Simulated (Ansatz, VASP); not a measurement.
BP: VASP beside Ansatz

Contents of POSCAR:

```
BP
1.0
    0.0000000000      2.2456325213      2.2456325213
    2.2456325213      0.0000000000      2.2456325213
    2.2456325213      2.2456325213      0.0000000000
B P
1 1
Direct
    0.0000000000      0.0000000000      0.0000000000
    0.2500000000      0.2500000000      0.2500000000
```

Contents of INCAR.step1:

```
SYSTEM = BP
PREC = Accurate
ENCUT = 520
ISMEAR = 0
SIGMA = 0.01
LREAL = .FALSE.
LASPH = .TRUE.
NELM = 80
NBANDS = 11
GGA = PE
ALGO = Normal
EDIFF = 1E-4
LWAVE = .TRUE.
LCHARG = .FALSE.
```

File INCAR.step2:

```
SYSTEM = BP
PREC = Accurate
ENCUT = 520
EDIFF = 1E-7
ISMEAR = 0
SIGMA = 0.01
LREAL = .FALSE.
LASPH = .TRUE.
NELM = 80
ALGO = Normal
ISIF = 2
LWAVE = .FALSE.
LCHARG = .FALSE.
METAGGA = R2SCAN
LMIXTAU = .TRUE.
NBANDS = 11
ISTART = 1
```

File KPOINTS:

```
regular mesh
0
G
  10 10 10
  0 0 0
```

Input for Ansatz:

```yaml
crystal:
  lattice:
    - [0.0, 2.2456325213, 2.2456325213]
    - [2.2456325213, 0.0, 2.2456325213]
    - [2.2456325213, 2.2456325213, 0.0]
  atoms:
    - { symbol: B, position: [0.0, 0.0, 0.0] }
    - { symbol: P, position: [0.25, 0.25, 0.25] }
kpoints:
  mp_grid: { grid: [10, 10, 10] }
  band_path:
    path:
      - [0.0, 0.0, 0.0]
      - [-0.5, -0.5, 0.0]
      - [-0.375, -0.375, 0.25]
      - [-0.375, 0.0, 0.375]
      - [0.0, 0.0, 0.5]
      - [-0.5, -0.25, 0.25]
      - [0.0, 0.416667, 0.416667]
    npoints: 1
hamiltonian:
  xc: r2scan
scf:
  occupations: { method: fixed }
  n_extra_bands: 4
output:
  forces: true
  stress: true
  eigenvalues: true
```

Change from the starting cell: hydrostatic strain -1.0%.

Alike in both runs: task single point; functional r2SCAN; k mesh 10 × 10 × 10; no spin polarisation.

|  | VASP | Ansatz |
| --- | --- | --- |
| version | VASP 6.6.1 | Ansatz 0.2.0 |
| potentials or method | VASP PAW PBE potentials, release 64 (B, P) | plane waves, PAW |
| plane-wave cutoff (eV) | 520 | 500 |
| occupations | gaussian, width 0.01 eV | fixed |
| valence electrons in the cell | 8 | 8 |

VASP gave:

* gap on the k mesh at the Fermi level (eV): 1.40
* pressure (GPa): 4.9

**Question.** Which values does Ansatz return?

**Answer.** gap on the k mesh at the Fermi level (eV): 1.37; pressure (GPa): 5.4.

VASP's potentials were made for PBE, not for r2SCAN.
